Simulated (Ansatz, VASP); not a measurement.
## Two plane-wave programs on K

Contents of INCAR:

```
PREC = Accurate
ENCUT = 520
EDIFF = 1E-6
ISMEAR = 0
SIGMA = 0.1
LREAL = False
LASPH = True
NELM = 100
ALGO = Normal
ISIF = 2
LWAVE = False
LCHARG = True
GGA = PS
LELF = True
LVHAR = True
NBANDS = 16
```

Contents of KPOINTS:

```
regular mesh
0
Gamma
  10 10 6
```

POSCAR

```
K
1.0
    2.3902758064     -3.8651036948      0.0000000000
    2.3902758064      3.8651036948      0.0000000000
    0.0000000000      0.0000000000      8.0279504609
K
2
Direct
    0.7897306015      0.2102693985      0.2500000000
    0.2102693985      0.7897306015      0.7500000000
```

Input for Ansatz:

```yaml
crystal:
  lattice:
    - [2.3902758064, -3.8651036948, 0.0]
    - [2.3902758064, 3.8651036948, 0.0]
    - [0.0, 0.0, 8.0279504609]
  atoms:
    - { symbol: K, position: [0.7897306015, 0.2102693985, 0.25] }
    - { symbol: K, position: [0.2102693985, 0.7897306015, 0.75] }
basis:
  ecutwfc: 420
kpoints:
  mp_grid: { grid: [10, 10, 6] }
hamiltonian:
  xc: pbesol
scf:
  occupations: { method: gaussian, width: 0.1 }
output:
  forces: true
  stress: true
  eigenvalues: true
```

Alike in both runs: task single point; functional PBEsol; k mesh 10 × 10 × 6; occupations gaussian, width 0.1 eV; no spin polarisation.

|  | VASP | Ansatz |
| --- | --- | --- |
| version | VASP 6.6.1 | Ansatz 0.2.0 |
| potentials or method | VASP PAW PBE potentials, release 64 (K_sv), cutoff 520 eV | scalar-relativistic, plane waves, PAW |
| valence electrons in the cell | 18 | 18 |

|  | VASP | Ansatz | Ansatz less VASP |
| --- | --- | --- | --- |
| gap on the k mesh at the Fermi level (eV) | none | none | - |
| pressure (GPa) | -0.1 | -0.1 | +0.01 |
| traceless stress, the component that is largest in VASP (GPa) | -0.24 | -0.24 | 0.000 |
| rms of the force components (eV/Å) | 0.003 | 0.003 | 0.0000 |

VASP's potentials were made for PBE, not for PBEsol. Atom by atom the forces differ by 0.000 eV/Å (rms over components). A gap of «none» marks a metal or a gap that the smearing closes.
